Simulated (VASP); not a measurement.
# Si16O (a cell with a defect) in VASP: notebook

The runs below take Si16O (a cell with a defect) through single point, with PBEsol.

Program: VASP 6.6.1. These are calculated values, not measurements. Logs are shortened: lines on timing, memory, paths and dates and some standing lists are left out, and cuts for length are marked.

### 1 The cell of the first run

The cell holds a defect, 17 atoms: a = 7.679 Å, b = 7.679 Å, c = 7.679 Å, α = 60.00°, β = 60.00°, γ = 60.00°.

### 2 Single point, PBEsol, collinear spin, zero start

The input, INCAR:

```
SYSTEM = Si16O
PREC = Accurate
ENCUT = 520
EDIFF = 1E-6
ISMEAR = 0
SIGMA = 0.05
LREAL = Auto
LASPH = .True.
NELM = 150
ALGO = Normal
ISIF = 2
LWAVE = .False.
LCHARG = .True.
ISPIN = 2
MAGMOM = 0 0 0 0 0 0 0 0 0 0 0 0 0 0 0 0 0
LORBIT = 11
GGA = PS
LELF = .True.
LVHAR = .True.
NBANDS = 53
```

The input, KPOINTS:

```
Automatic mesh
0
Gamma
  2 2 2
  0 0 0
```

The input, POSCAR:

```
Si16O
1.0
    0.0000000000      5.4300000000      5.4300000000
    5.4300000000      0.0000000000      5.4300000000
    5.4300000000      5.4300000000      0.0000000000
Si O
16 1
Direct
   -0.0004816759      0.0041890424      0.0006925414
    0.1178465009      0.1312295580      0.1301973297
   -0.0078258748      0.0007877532      0.5059304788
    0.1244354512      0.1231531308      0.6261654696
    0.0320519337      0.5065480663     -0.0462104972
    0.1284025783      0.6302197053      0.1069432781
    0.0050759669      0.4971881215      0.4823232965
    0.1469015654      0.6293150092      0.5827035912
    0.4892653775     -0.0289370166      0.0594882136
    0.6251181400      0.1289209024      0.1383641805
    0.4988408840     -0.0003219153      0.5140546961
    0.6179466851      0.0812470534      0.6864231123
    0.5020437385      0.5046755985     -0.0192069061
    0.6615344383      0.6166184162      0.0768779006
    0.5057086556      0.4531902394      0.5444591160
    0.6292819521      0.6267856354      0.6109263352
    0.6677616943      0.4212406998      0.3096552486
```

Potentials or basis: VASP PAW PBE potentials, release 64 (Si, O).

Command:

```sh
$ cat potpaw_PBE.64/Si/POTCAR potpaw_PBE.64/O/POTCAR > POTCAR
$ mpirun -np 1 vasp_std > vasp.out
```

OUTCAR:

```text
SYSTEM = Si16O
   PREC = Accurate
   ENCUT = 520
   EDIFF = 1E-6
   ISMEAR = 0
   LREAL = Auto
   LASPH = .True.
   NELM = 150
   ISIF = 2
   ISPIN = 2
   LORBIT = 11
   GGA = PS

 ion  position               nearest neighbor table
   1  1.000  0.004  0.001-   6 2.35   4 2.35  10 2.35   2 2.35
   2  0.118  0.131  0.130-   1 2.35   3 2.36   9 2.36   5 2.38
   3  0.992  0.001  0.506-   8 2.35   4 2.35   2 2.36  12 2.38
   4  0.124  0.123  0.626-   1 2.35   7 2.35  11 2.35   3 2.35
   5  0.032  0.507  0.954-  14 2.33   8 2.33   6 2.35   2 2.38
   6  0.128  0.630  0.107-  13 2.34   1 2.35   5 2.35   7 2.35
   7  0.005  0.497  0.482-   4 2.35   8 2.35   6 2.35  16 2.36
   8  0.147  0.629  0.583-  15 2.32   5 2.33   3 2.35   7 2.35
   9  0.489  0.971  0.059-  14 2.32  12 2.34   2 2.36  10 2.36
  10  0.625  0.129  0.138-   1 2.35  11 2.36   9 2.36  13 2.37
  11  0.499  1.000  0.514-  16 2.35   4 2.35  10 2.36  12 2.37
  12  0.618  0.081  0.686-  15 2.34   9 2.34  11 2.37   3 2.38
  13  0.502  0.505  0.981-  14 2.32  16 2.32   6 2.34  10 2.37
  14  0.662  0.617  0.077-  17 1.67  13 2.32   9 2.32   5 2.33  15 2.93
  15  0.506  0.453  0.544-  17 1.66  16 2.32   8 2.32  12 2.34  14 2.93
  16  0.629  0.627  0.611-  15 2.32  13 2.32  11 2.35   7 2.36
  17  0.668  0.421  0.310-  15 1.66  14 1.67

  LATTYP: Found a face centered cubic cell.
 ALAT       =    10.8600000000

  Lattice vectors:

 A1 = (   0.0000000000,   5.4300000000,   5.4300000000)
 A2 = (   5.4300000000,   0.0000000000,   5.4300000000)
 A3 = (   5.4300000000,   5.4300000000,   0.0000000000)

Analysis of symmetry for initial positions (statically):
=====================================================================
 Subroutine PRICEL returns:
 Original cell was already a primitive cell.

 Routine SETGRP: Setting up the symmetry group for a
 face centered cubic supercell.

 Subroutine GETGRP returns: Found  1 space group operations
 (whereof  1 operations were pure point group operations)
 out of a pool of 48 trial point group operations.

The static configuration has the point symmetry C_1 .

Analysis of symmetry for dynamics (positions and initial velocities):
=====================================================================
 Subroutine PRICEL returns:
 Original cell was already a primitive cell.

 Routine SETGRP: Setting up the symmetry group for a
 face centered cubic supercell.

 Subroutine GETGRP returns: Found  1 space group operations
 (whereof  1 operations were pure point group operations)
 out of a pool of 48 trial point group operations.

The dynamic configuration has the point symmetry C_1 .

Analysis of structural, dynamic, and magnetic symmetry:
=====================================================================
 Subroutine PRICEL returns:
 Original cell was already a primitive cell.

 Routine SETGRP: Setting up the symmetry group for a
 face centered cubic supercell.

 Subroutine GETGRP returns: Found  1 space group operations
 (whereof  1 operations were pure point group operations)
 out of a pool of 48 trial point group operations.

The overall configuration has the point symmetry C_1 .

 Subroutine INISYM returns: Found  1 space group operations
 (whereof  1 operations are pure point group operations),
 and found     1 'primitive' translations

----------------------------------------------------------------------------------------

                                     Primitive cell

  volume of cell :     320.2060

  direct lattice vectors                    reciprocal lattice vectors
     0.000000000  5.430000000  5.430000000    -0.092081031  0.092081031  0.092081031
     5.430000000  0.000000000  5.430000000     0.092081031 -0.092081031  0.092081031
     5.430000000  5.430000000  0.000000000     0.092081031  0.092081031 -0.092081031

  length of vectors
     7.679179644  7.679179644  7.679179644     0.159489025  0.159489025  0.159489025

  position of ions in fractional coordinates (direct lattice)
     0.999518324  0.004189042  0.000692541
     0.117846501  0.131229558  0.130197330
     0.992174125  0.000787753  0.505930479
     0.124435451  0.123153131  0.626165470
     0.032051934  0.506548066  0.953789503
     0.128402578  0.630219705  0.106943278
[... 73 lines left out ...]
   ions per type =              16   1
   NGX,Y,Z   is equivalent  to a cutoff of  12.99, 12.99, 12.99 a.u.
   NGXF,Y,Z  is equivalent  to a cutoff of  25.98, 25.98, 25.98 a.u.
 SYSTEM =  Si16O
   PREC   = accura    normal or accurate (medium, high low for compatibility)
   ISTART =      0    job   : 0-new  1-cont  2-samecut
   ICHARG =      2    charge: 1-file 2-atom 10-const
   ISPIN  =      2    spin polarized calculation?
   LNONCOLLINEAR =      F non collinear calculations
   LSORBIT =      F    spin-orbit coupling
   LASPH  =      T    aspherical Exc in radial PAW
   ENCUT  =  520.0 eV  38.22 Ry    6.18 a.u.  14.28 14.28 14.28*2*pi/ulx,y,z
   NELM   =    150;   NELMIN=  2; NELMDL= -5     # of ELM steps
   EDIFF  = 0.1E-05   stopping-criterion for ELM
   LREAL  =      T    real-space projection
   EDIFFG = 0.1E-04   stopping-criterion for IOM
   NSW    =      0    number of steps for IOM
   IBRION =     -1    ionic relax: 0-MD 1-quasi-New 2-CG
   NFREE  =      0    steps in history (QN), initial steepest desc. (CG)
   ISIF   =      2    stress and relaxation
   ISYM   =      2    0-nonsym 1-usesym 2-fastsym
   POTIM  = 0.5000    time-step for ionic-motion
   TEBEG  =    0.0;   TEEND  =   0.0 temperature during run
   PSTRESS=    0.0 pullay stress
   NELECT =      70.0000    total number of electrons
   NUPDOWN=      -1.0000    fix difference up-down
   EMIN   =  10.00;   EMAX   =-10.00  energy-range for DOS
   EFERMI =   0.00;   METHOD = LEGACY
   ISMEAR =     0;   SIGMA  =   0.05  broadening in eV -4-tet -1-fermi 0-gaus
   EFERMI_NEDOS =   21; number of points for ismear=-14 and -15
   IALGO  =     38    algorithm
   IMIX   =      4    mixing-type and parameters
     AMIX     =   0.40;   BMIX     =  1.00
     AMIX_MAG =   1.60;   BMIX_MAG =  1.00
  volume/ion in A,a.u.               =      18.84       127.11
  Fermi-wavevector in a.u.,A,eV,Ry     =   0.986199  1.863645 13.232857  0.972588
  Thomas-Fermi vector in A             =   2.117562
   LORBIT       =     11    0 simple, 1 ext, 2 COOP (PROOUT), +10 PAW based schemes
   GGA     = PS    functional components
   LHFCALC =     F    Hartree Fock is set to
   AEXX    =    0.0000 exact exchange contribution
   IVDW    =     0    specifies the selected vdW correction
   LEPSILON=     F    determine dielectric tensor
   LRPA    =     F    only Hartree local field effects (RPA)
 spin polarized calculation
 Gauss-broadening in eV      SIGMA  =   0.05
  energy-cutoff  :      520.00
  volume of cell :      320.21
 maximum number of plane-waves:      8646
 NGX is ok and might be reduce to    60
   NGX = 29   NGY = 29   NGZ = 29

 number of electron      69.9999999 magnetization       0.0000000

 number of electron      69.9999999 magnetization      -0.0000000

 Free energy of the ion-electron system (eV)
  ---------------------------------------------------
  ext. energy  EPLUGINS =         0.00000000
  ---------------------------------------------------
  free energy    TOTEN  =       -98.31367026 eV

  energy without entropy =      -98.31367026  energy(sigma->0) =      -98.31367026

 E-fermi :   6.0418     XC(G=0):  -9.6834

 val. band max:        5.8407514216   @ k =   0.0000   0.0000   0.0000
 cond. band min:       6.2426530195   @ k =   0.0000   0.0000   0.0000
 fundamental gap:      0.4019015979
 Fermi energy:         6.0417847591

 spin component 1

 k-point     1 :       0.0000    0.0000    0.0000
  band No.  band energies     occupation
      1     -14.4828      1.00000
      2      -5.8753      1.00000
      3      -4.4623      1.00000
      4      -3.7368      1.00000
      5      -3.7144      1.00000
      6      -3.3742      1.00000
[... 389 lines left out ...]
     46      10.1344      0.00000
     47      10.3244      0.00000
 Fermi energy:         6.0417847591

 spin component 2

 k-point     1 :       0.0000    0.0000    0.0000
  band No.  band energies     occupation
      1     -14.4828      1.00000
      2      -5.8753      1.00000
      3      -4.4623      1.00000
      4      -3.7368      1.00000
      5      -3.7144      1.00000
      6      -3.3742      1.00000
[... 389 lines left out ...]
     46      10.1344      0.00000
     47      10.3244      0.00000
 [bands above 47 left out]

------------------------ aborting loop because EDIFF is reached ----------------------------------------

  FORCE on cell =-STRESS in cart. coord.  units (eV):
  Direction    XX          YY          ZZ          XY          YZ          ZX
  --------------------------------------------------------------------------------------
  -------------------------------------------------------------------------------------
  Total        4.4082539      4.7240913      5.1093800      2.9032482     -1.6211866     -2.5487213
  in kB       22.0570636     23.6373822     25.5652064     14.5266431     -8.1117416    -12.7527385
  external PRESSURE =      23.7532174 kB  Pullay stress =       0.0000000 kB

 VOLUME and BASIS-vectors are now :
 -----------------------------------------------------------------------------
  energy-cutoff  :      520.00
  volume of cell :      320.21
      direct lattice vectors                 reciprocal lattice vectors
     0.000000000  5.430000000  5.430000000    -0.092081031  0.092081031  0.092081031
     5.430000000  0.000000000  5.430000000     0.092081031 -0.092081031  0.092081031
     5.430000000  5.430000000  0.000000000     0.092081031  0.092081031 -0.092081031

 POSITION                                       TOTAL-FORCE (eV/Angst)
 -----------------------------------------------------------------------------------
      0.02651      5.43114      5.45013        -0.003776     -0.000939     -0.002221
      1.41955      1.34688      1.35248         0.000043     -0.006633      0.001379
      2.75148      8.13471      5.39178         0.001083     -0.006529     -0.002892
      4.06880      4.07576      1.34441         0.001605     -0.003505      0.000628
      7.92963      5.35312      2.92460        -0.008275     -0.003199      0.003161
      4.00279      1.27793      4.11932         0.002761     -0.001458     -0.005501
[... 9 lines left out ...]
      6.72078      6.73433      6.82045         0.007770      0.001254     -0.007025
      3.96876      5.30737      5.91328        -0.017083      0.033139      0.012609
 -----------------------------------------------------------------------------------
    total drift:                                0.003727     -0.001550      0.002865

  FREE ENERGIE OF THE ION-ELECTRON SYSTEM (eV)
  ---------------------------------------------------
  free  energy   TOTEN  =       -98.3136702628 eV

  energy  without entropy=      -98.3136702621  energy(sigma->0) =      -98.31367026

 total charge

# of ion       s       p       d       tot
------------------------------------------
    1        0.739   0.957   0.000   1.696
    2        0.745   0.932   0.000   1.678
    3        0.745   0.935   0.000   1.680
    4        0.739   0.957   0.000   1.696
    5        0.749   0.957   0.000   1.706
    6        0.739   0.954   0.000   1.693
[... 9 lines left out ...]
   16        0.745   0.974   0.000   1.719
   17        1.572   3.582   0.000   5.154
--------------------------------------------------
tot         13.474  18.808   0.000  32.282

 magnetization (x)

# of ion       s       p       d       tot
------------------------------------------
    1        0.000  -0.000   0.000  -0.000
    2        0.000   0.000   0.000   0.000
    3        0.000   0.000   0.000   0.000
    4        0.000   0.000   0.000   0.000
    5       -0.000  -0.000   0.000  -0.000
    6        0.000  -0.000   0.000  -0.000
[... 9 lines left out ...]
   16        0.000   0.000   0.000   0.000
   17       -0.000   0.000   0.000   0.000
--------------------------------------------------
tot          0.000   0.000   0.000   0.000
```

Wall time 7.4 min (1 thread of Intel Xeon Platinum 8488C (Sapphire Rapids), shared host); peak memory 0.71 GiB.

What came out:

```yaml
Free_energy: -98.3137 eV
Pressure: 2.4 GPa
Largest_force: 0.078 eV/Å
Band_gap_on_the_k_mesh: 0.40 eV
Net_moment: 0.00 μB per cell
Valence_electrons_inside_the_program's_atomic_spheres: Si 1.70, 1.68, 1.71, 1.69, 1.72; O 5.15
```

Forces in eV/Å, atoms in the order of the input:
```
Si  -0.004 -0.001 -0.002
Si   0.000 -0.007  0.001
Si   0.001 -0.007 -0.003
Si   0.002 -0.004  0.001
Si  -0.008 -0.003  0.003
Si   0.003 -0.001 -0.006
Si   0.001 -0.006 -0.005
Si  -0.011 -0.007  0.005
Si  -0.006  0.001  0.000
Si   0.003  0.000  0.001
Si   0.002  0.001 -0.003
Si   0.002 -0.003  0.000
Si   0.007  0.004 -0.003
Si  -0.034 -0.043  0.046
Si   0.053  0.040 -0.042
Si   0.008  0.001 -0.007
O   -0.017  0.033  0.013
```

Caveat: the k points lie up to 0.50 Å⁻¹ apart; the PAW data sets were made with another functional, which shifts forces and pressure a little.

(Continued in part 2 of 2.)
